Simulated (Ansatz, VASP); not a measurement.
**One calculation of Hf2AlN3, two programs**

```xyz
6
Lattice="3.4320 0.0000 0.0000 -1.7160 2.9722 0.0000 0.0000 0.0000 8.4066" Properties=species:S:1:pos:R:3 pbc="T T T"
Hf    0.0000    1.9815    5.6044
Hf    1.7160    0.9907    2.8022
Al    0.0000    0.0000    0.0000
N     1.7160    0.9907    7.0055
N     0.0000    0.0000    4.2033
N     0.0000    1.9815    1.4011
```

Alike in both runs: task relaxation of cell and atoms; functional PBE; k mesh 6 × 6 × 2; occupations gaussian, width 0.1 eV; no spin polarisation.

|  | VASP | Ansatz |
| --- | --- | --- |
| version | VASP 6.6.1 | Ansatz 0.2.0 |
| potentials or method | VASP PAW PBE potentials, release 64 (Hf_pv, Al, N), cutoff 600 eV | scalar-relativistic, plane waves, PAW |
| valence electrons in the cell | 38 | 70 |

```tsv
	VASP	Ansatz	Ansatz less VASP
gap on the k mesh at the Fermi level, each at its own relaxed structure (eV)	none	none	-
relaxed volume (Å³/atom)	10.71	10.79	+0.075
relaxed cell length with the largest relative difference (Å)	7.698	7.720	+0.0217
```

A gap of «none» marks a metal or a gap that the smearing closes. VASP's potentials hold 38 valence electrons a cell and Ansatz's 70, so a difference there can come from the potentials and not from the codes.

The k mesh is coarse, so the values compare programs but aren't converged. Spin-orbit coupling is off throughout. Noted on VASP's run: the volume moved by over 15 % at a fixed basis, so the end points are rough.
